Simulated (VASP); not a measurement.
# In2Te2O (P1) in VASP: relaxation of cell and atoms with PBE

Aim: the relaxation of cell and atoms of In2Te2O with PBE.

Program: VASP 6.6.1. These are calculated values, not measurements. Logs are shortened: lines on timing, memory, paths and dates and some standing lists are left out, and cuts for length are marked.

## 1. The cell of the first run

The typed cell holds 10 atoms: a = 7.239 Å, b = 7.469 Å, c = 7.219 Å, α = 118.41°, β = 89.96°, γ = 89.81°.

## 2. Relaxation of cell and atoms, PBE

File INCAR:

```
ALGO = Normal
EDIFF = 1E-6
EDIFFG = -0.025
ENCUT = 600
GGA = PE
IBRION = 2
ISIF = 3
ISMEAR = 0
LASPH = True
LCHARG = False
LREAL = False
LWAVE = False
NELM = 60
NSW = 80
PREC = Accurate
SIGMA = 0.1
```

File KPOINTS:

```
k-points
0
Gamma
  2 2 2
```

File POSCAR:

```
In2Te2O
1.0
    0.0054739845     -0.0145591987     -7.2385847336
    6.3810207213     -3.8812648378     -0.0123944503
   -6.2346037966     -3.6399875588     -0.0029113913
In Te O
4 4 2
Direct
    0.2321419100      0.9747454594      0.6911605527
    0.2313919752      0.6829711672      0.9686641274
    0.7118962014      0.3001996026      0.0103269253
    0.7204100322      0.0355484627      0.3054010581
    0.3220177806      0.3624340507      0.0645542285
    0.3188637985      0.0593101468      0.3624572359
    0.8191806640      0.6401878909      0.9443624502
    0.8229118961      0.9473833465      0.6460515585
    0.3079188728      0.7442541857      0.7544534691
    0.8072668692      0.2529656876      0.2525683943
```

Potentials or basis: VASP PAW PBE potentials, release 64 (In_d, Te, O).

Launch:

```sh
$ cat potpaw_PBE.64/In_d/POTCAR potpaw_PBE.64/Te/POTCAR potpaw_PBE.64/O/POTCAR > POTCAR
$ mpirun -np 1 vasp_std > vasp.out
```

OUTCAR:

```text
EDIFF = 1E-6
   EDIFFG = -0.025
   ENCUT = 600
   GGA = PE
   IBRION = 2
   ISIF = 3
   ISMEAR = 0
   LASPH = True
   LREAL = False
   NELM = 60
   NSW = 80
   PREC = Accurate

 ion  position               nearest neighbor table
   1  0.232  0.975  0.691-   9 2.05   6 2.80   5 2.94   8 2.98   2 3.59
   2  0.231  0.683  0.969-   9 1.89   5 2.86   6 2.97   7 3.00   1 3.59
   3  0.712  0.300  0.010-  10 2.06   8 2.81   5 2.85   7 2.91   4 3.53
   4  0.720  0.036  0.305-  10 1.94   8 2.93   6 2.93   7 2.95   3 3.53
   5  0.322  0.362  0.065-   3 2.85   2 2.86   1 2.94
   6  0.319  0.059  0.362-   1 2.80   4 2.93   2 2.97
   7  0.819  0.640  0.944-   3 2.91   4 2.95   2 3.00
   8  0.823  0.947  0.646-   3 2.81   4 2.93   1 2.98
   9  0.308  0.744  0.754-   2 1.89   1 2.05
  10  0.807  0.253  0.253-   4 1.94   3 2.06

  LATTYP: Found a triclinic cell.
 ALAT       =     7.5226929884
 B/A-ratio  =     0.9596835316
 C/A-ratio  =     0.9622353931
 COS(alpha) =     0.0007643084
 COS(beta)  =     0.0040602790
 COS(gamma) =     0.4872908862

  Lattice vectors:

 A1 = (   0.1464169247,  -7.5212523966,  -0.0153058416)
 A2 = (  -6.2346037966,  -3.6399875588,  -0.0029113913)
 A3 = (   0.0054739845,  -0.0145591987,  -7.2385847336)

Analysis of symmetry for initial positions (statically):
=====================================================================
 Subroutine PRICEL returns:
 Original cell was already a primitive cell.

 Routine SETGRP: Setting up the symmetry group for a
 triclinic supercell.

 Subroutine GETGRP returns: Found  1 space group operations
 (whereof  1 operations were pure point group operations)
 out of a pool of  2 trial point group operations.

The static configuration has the point symmetry C_1 .

Analysis of symmetry for dynamics (positions and initial velocities):
=====================================================================
 Subroutine PRICEL returns:
 Original cell was already a primitive cell.

 Routine SETGRP: Setting up the symmetry group for a
 triclinic supercell.

 Subroutine GETGRP returns: Found  1 space group operations
 (whereof  1 operations were pure point group operations)
 out of a pool of  2 trial point group operations.

The dynamic configuration has the point symmetry C_1 .

 Subroutine INISYM returns: Found  1 space group operations
 (whereof  1 operations are pure point group operations),
 and found     1 'primitive' translations

----------------------------------------------------------------------------------------

                                     Primitive cell

  volume of cell :     343.2882

  direct lattice vectors                    reciprocal lattice vectors
     0.005473985 -0.014559199 -7.238584734    -0.000098505  0.000279218 -0.138149188
     6.381020721 -3.881264838 -0.012394450     0.076752760 -0.131463084  0.000322458
    -6.234603797 -3.639987559 -0.002911391    -0.081839938 -0.134550191  0.000208736

  length of vectors
     7.238601445  7.468721163  7.219404574     0.138149505  0.152228882  0.157485151

  position of ions in fractional coordinates (direct lattice)
     0.232141910  0.974745459  0.691160553
     0.231391975  0.682971167  0.968664127
     0.711896201  0.300199603  0.010326925
     0.720410032  0.035548463  0.305401058
     0.322017781  0.362434051  0.064554229
     0.318863798  0.059310147  0.362457236
     0.819180664  0.640187891  0.944362450
     0.822911896  0.947383346  0.646051558
     0.307918873  0.744254186  0.754453469
     0.807266869  0.252965688  0.252568394

  ion indices of the primitive-cell ions
   primitive index   ion index
                 1           1
                 2           2
                 3           3
                 4           4
                 5           5
                 6           6
                 7           7
                 8           8
                 9           9
                10          10

----------------------------------------------------------------------------------------

 KPOINTS: k-points

Automatic generation of k-mesh.
 Grid dimensions read from file:
 generate k-points for:    2    2    2

 Generating k-lattice:

  Cartesian coordinates                     Fractional coordinates (reciprocal lattice)
    -0.000049253  0.000139609 -0.069074594     0.500000000  0.000000000  0.000000000
     0.038376380 -0.065731542  0.000161229     0.000000000  0.500000000  0.000000000
    -0.040919969 -0.067275096  0.000104368     0.000000000  0.000000000  0.500000000

  Length of vectors
     0.069074753  0.076114441  0.078742576

  Shift w.r.t. Gamma in fractional coordinates (k-lattice)
     0.000000000  0.000000000  0.000000000

 Subroutine IBZKPT returns following result:
 ===========================================

 Found      8 irreducible k-points:

 Following reciprocal coordinates:
            Coordinates               Weight
  0.000000  0.000000  0.000000      1.000000
  0.500000 -0.000000 -0.000000      1.000000
 -0.000000  0.500000  0.000000      1.000000
  0.500000  0.500000  0.000000      1.000000
 -0.000000 -0.000000  0.500000      1.000000
  0.500000  0.000000  0.500000      1.000000
 -0.000000  0.500000  0.500000      1.000000
  0.500000  0.500000  0.500000      1.000000
   k-points           NKPTS =      8   k-points in BZ     NKDIM =      8   number of bands    NBANDS=     52
   number of dos      NEDOS =    301   number of ions     NIONS =     10
   total plane-waves  NPLWV = 216000
   dimension x,y,z NGX =    60 NGY =   60 NGZ =   60
   dimension x,y,z NGXF=   120 NGYF=  120 NGZF=  120
   ions per type =               4   4   2
   NGX,Y,Z   is equivalent  to a cutoff of  13.78, 13.36, 13.82 a.u.
   NGXF,Y,Z  is equivalent  to a cutoff of  27.56, 26.71, 27.63 a.u.
 SYSTEM =  unknown system
   PREC   = accura    normal or accurate (medium, high low for compatibility)
   ISTART =      0    job   : 0-new  1-cont  2-samecut
   ICHARG =      2    charge: 1-file 2-atom 10-const
   ISPIN  =      1    spin polarized calculation?
   LNONCOLLINEAR =      F non collinear calculations
   LSORBIT =      F    spin-orbit coupling
   LASPH  =      T    aspherical Exc in radial PAW
   ENCUT  =  600.0 eV  44.10 Ry    6.64 a.u.  14.46 14.92 14.42*2*pi/ulx,y,z
   NELM   =     60;   NELMIN=  2; NELMDL= -5     # of ELM steps
   EDIFF  = 0.1E-05   stopping-criterion for ELM
   LREAL  =      F    real-space projection
   EDIFFG = -.3E-01   stopping-criterion for IOM
   NSW    =     80    number of steps for IOM
   IBRION =      2    ionic relax: 0-MD 1-quasi-New 2-CG
   NFREE  =      1    steps in history (QN), initial steepest desc. (CG)
   ISIF   =      3    stress and relaxation
   ISYM   =      2    0-nonsym 1-usesym 2-fastsym
   POTIM  = 0.5000    time-step for ionic-motion
   TEBEG  =    0.0;   TEEND  =   0.0 temperature during run
   PSTRESS=    0.0 pullay stress
   NELECT =      88.0000    total number of electrons
   NUPDOWN=      -1.0000    fix difference up-down
   EMIN   =  10.00;   EMAX   =-10.00  energy-range for DOS
   EFERMI =   0.00;   METHOD = LEGACY
   ISMEAR =     0;   SIGMA  =   0.10  broadening in eV -4-tet -1-fermi 0-gaus
   EFERMI_NEDOS =   21; number of points for ismear=-14 and -15
   IALGO  =     38    algorithm
   IMIX   =      4    mixing-type and parameters
     AMIX     =   0.40;   BMIX     =  1.00
     AMIX_MAG =   1.60;   BMIX_MAG =  1.00
  volume/ion in A,a.u.               =      34.33       231.66
  Fermi-wavevector in a.u.,A,eV,Ry     =   1.039959  1.965237 14.714893  1.081514
  Thomas-Fermi vector in A             =   2.174513
   LORBIT       =      0    0 simple, 1 ext, 2 COOP (PROOUT), +10 PAW based schemes
   GGA     = PE    functional components
   LHFCALC =     F    Hartree Fock is set to
   AEXX    =    0.0000 exact exchange contribution
   IVDW    =     0    specifies the selected vdW correction
   LEPSILON=     F    determine dielectric tensor
   LRPA    =     F    only Hartree local field effects (RPA)
 conjugate gradient relaxation of ions
 non-spin polarized calculation
 Gauss-broadening in eV      SIGMA  =   0.10
  energy-cutoff  :      600.00
  volume of cell :      343.29
 maximum number of plane-waves:     11504
 NGX is ok and might be reduce to    60
   NGX = 29   NGY = 29   NGZ = 29

--------------------------------------- Ionic step        1  -------------------------------------------

 number of electron      87.9999998 magnetization

 Free energy of the ion-electron system (eV)
  ---------------------------------------------------
  ext. energy  EPLUGINS =         0.00000000
  ---------------------------------------------------
  free energy    TOTEN  =       -37.87914716 eV

  energy without entropy =      -37.87914716  energy(sigma->0) =      -37.87914716

------------------------ aborting loop because EDIFF is reached ----------------------------------------

  FORCE on cell =-STRESS in cart. coord.  units (eV):
  Direction    XX          YY          ZZ          XY          YZ          ZX
  --------------------------------------------------------------------------------------
  -------------------------------------------------------------------------------------
  Total        2.6062069     -0.3111184     -1.2314553      1.7494171     -0.4253997     -2.4343779
  in kB       12.1635575     -1.4520360     -5.7473862      8.1647913     -1.9854039    -11.3616060
  external PRESSURE =       1.6547118 kB  Pullay stress =       0.0000000 kB
[... 113 lines left out ...]
  FREE ENERGIE OF THE ION-ELECTRON SYSTEM (eV)
  ---------------------------------------------------
  free  energy   TOTEN  =       -38.1149116359 eV

  energy  without entropy=      -38.1149116359  energy(sigma->0) =      -38.11491164

[... ionic steps 4 to 23 ...]

--------------------------------------- Ionic step       24  -------------------------------------------

 number of electron      88.0000000 magnetization

------------------------ aborting loop because EDIFF is reached ----------------------------------------

  FORCE on cell =-STRESS in cart. coord.  units (eV):
  Direction    XX          YY          ZZ          XY          YZ          ZX
  --------------------------------------------------------------------------------------
  -------------------------------------------------------------------------------------
  Total       -0.0814643      0.0233087      0.0787863      0.0377193     -0.0096971      0.0115657
  in kB       -0.3838191      0.1098188      0.3712016      0.1777144     -0.0456877      0.0544918
  external PRESSURE =       0.0324004 kB  Pullay stress =       0.0000000 kB
[... 73 lines left out ...]
  energy  without entropy=      -38.2281230284  energy(sigma->0) =      -38.22812303

--------------------------------------- Ionic step       26  -------------------------------------------

 number of electron      88.0000000 magnetization

 Free energy of the ion-electron system (eV)
  ---------------------------------------------------
  ext. energy  EPLUGINS =         0.00000000
  ---------------------------------------------------
  free energy    TOTEN  =       -38.22828380 eV

  energy without entropy =      -38.22828380  energy(sigma->0) =      -38.22828380

 E-fermi :   2.9221     XC(G=0):  -7.9894

 val. band max:        2.4251258724   @ k =   0.0000   0.0000   0.0000
 cond. band min:       3.6419514278   @ k =   0.0000   0.0000   0.0000
 fundamental gap:      1.2168255554
 Fermi energy:         2.9220655235

 k-point     1 :       0.0000    0.0000    0.0000
  band No.  band energies     occupation
      1     -14.5051      2.00000
      2     -14.5024      2.00000
      3     -11.3374      2.00000
      4     -11.3174      2.00000
      5     -11.3055      2.00000
      6     -11.2717      2.00000
[... 466 lines left out ...]
  FREE ENERGIE OF THE ION-ELECTRON SYSTEM (eV)
  ---------------------------------------------------
  free  energy   TOTEN  =       -38.2282837972 eV

  energy  without entropy=      -38.2282837972  energy(sigma->0) =      -38.22828380

 reached required accuracy - stopping structural energy minimisation
```

It took 31 min on 1 thread of Intel Xeon 6975P-C (Granite Rapids), shared host; peak memory 0.62 GiB.

Results:

* Free energy: -38.2283 eV
* Relaxed volume: 34.04 Å³/atom
* Relaxed cell: a = 7.198 Å, b = 7.291 Å, c = 7.287 Å, α = 117.10°, β = 90.10°, γ = 89.99°
* Space group after relaxing (to 0.1 Å): Cmc2_1 (No. 36)
* Energy gained by relaxing: 34.9 meV/atom
* Ionic steps: 26
* Pressure after relaxing: 0.0 GPa
* Largest force after relaxing: 0.020 eV/Å
* Band gap on the k mesh: 1.22 eV

Forces in eV/Å, atoms in the order of the input:
```
In   0.013 -0.015  0.002
In   0.008  0.002 -0.003
In  -0.011  0.003  0.003
In  -0.010 -0.011  0.013
Te  -0.011  0.017  0.002
Te   0.001  0.010  0.009
Te  -0.013 -0.006 -0.006
Te   0.008 -0.006 -0.016
O    0.005  0.008 -0.004
O    0.010 -0.002 -0.001
```

Step by step:
```csv
step,energy change (eV),largest force (eV/Å),pressure (GPa),volume (Å³)
1,0.0000,2.7734,0.17,343.29
2,-0.0300,2.1833,-1.00,344.95
3,-0.2358,0.4495,-0.72,344.09
4,-0.2963,0.3405,0.10,337.40
5,-0.3020,0.4048,0.46,334.72
6,-0.3242,0.2978,0.12,335.96
7,-0.3243,0.2621,0.15,335.87
8,-0.3348,0.1707,-0.03,337.65
9,-0.3372,0.1166,-0.14,338.95
10,-0.3410,0.1114,0.04,338.11
11,-0.3410,0.1257,0.07,338.01
12,-0.3440,0.0683,0.02,338.08
13,-0.3443,0.0784,0.00,338.11
14,-0.3453,0.0504,0.03,338.12
15,-0.3453,0.0757,0.04,338.13
16,-0.3462,0.0393,0.02,338.55
17,-0.3464,0.0531,0.00,338.87
18,-0.3472,0.0458,-0.03,339.20
19,-0.3476,0.0528,-0.06,339.67
20,-0.3482,0.0447,0.03,339.39
21,-0.3482,0.0440,0.03,339.37
22,-0.3485,0.0374,0.02,339.58
23,-0.3486,0.0471,0.01,339.84
24,-0.3489,0.0265,0.00,340.06
25,-0.3490,0.0399,0.00,340.30
26,-0.3491,0.0201,0.01,340.43
```

Final structure:
```yaml
crystal:
  lattice:
    - [0.00426, 0.00583, -7.19770]
    - [6.22011, -3.80445, -0.00094]
    - [-6.21658, -3.80150, 0.00638]
  atoms:
    - { symbol: In, position: [0.22067, 0.97657, 0.68998] }
    - { symbol: In, position: [0.21991, 0.68951, 0.97936] }
    - { symbol: In, position: [0.72062, 0.31146, 0.02153] }
    - { symbol: In, position: [0.72161, 0.02205, 0.30887] }
    - { symbol: Te, position: [0.32106, 0.35249, 0.05120] }
    - { symbol: Te, position: [0.32174, 0.05021, 0.35374] }
    - { symbol: Te, position: [0.82037, 0.64767, 0.94745] }
    - { symbol: Te, position: [0.82061, 0.94984, 0.64687] }
    - { symbol: O, position: [0.31362, 0.74553, 0.74752] }
    - { symbol: O, position: [0.81380, 0.25469, 0.25349] }
```

Caveat: the k points lie up to 0.48 Å⁻¹ apart in the final cell; spin-orbit coupling is left out, which moves the levels of the heavy elements.
